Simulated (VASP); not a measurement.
Write the native input for VASP 6.6.1 that does the following.

```yaml
Task: single point
Functional: LDA
Potentials_or_basis: VASP PAW LDA potentials, release 64 (Zr_sv)
Cutoff: 520 eV
k_mesh: 16 × 16 × 16
Occupations: fermi-dirac, width 0.03 eV
Spin: no spin polarisation
Dipole_correction: no
Further_INCAR_settings: ALGO = Normal; EDIFF = 1e-07; NBANDS = 12
```

The structure of Zr lies in POSCAR:

```
Zr
1.0
   -1.8039464431      1.8039464431      1.8039464431
    1.8039464431     -1.8039464431      1.8039464431
    1.8039464431      1.8039464431     -1.8039464431
Zr
1
Direct
    0.0000000000      0.0000000000      0.0000000000
```

This cell differs from its parent crystal: volume scaled by 0.99.

These files were run (other wordings do the same):

INCAR

```
  PREC = Accurate
  ENCUT = 520
  EDIFF = 1E-7
  ISMEAR = -1
  SIGMA = 0.03
  LREAL = False
  LASPH = True
  NELM = 100
  ALGO = Normal
  ISIF = 2
  LWAVE = False
  LCHARG = False
  NBANDS = 12
```

KPOINTS

```
Automatic mesh
0
Gamma
  16 16 16
```

Potentials or basis: VASP PAW LDA potentials, release 64 (Zr_sv).

The run is started by

```console
$ cat potpaw_LDA.64/Zr_sv/POTCAR > POTCAR
$ mpirun -np 1 vasp_std > vasp.out
```

Results of the run:

```json
{"Pressure": "-8.8 GPa", "Band gap on the k mesh": "zero (band 6 reaches 9.49 eV, above the bottom of band 7 at 7.69 eV)"}
```

It took 35 s on 1 thread of Intel(R) Xeon(R) Platinum 8259CL CPU @ 2.50GHz (Skylake/Cascade Lake) (shared host), peak memory 0.15 GiB.
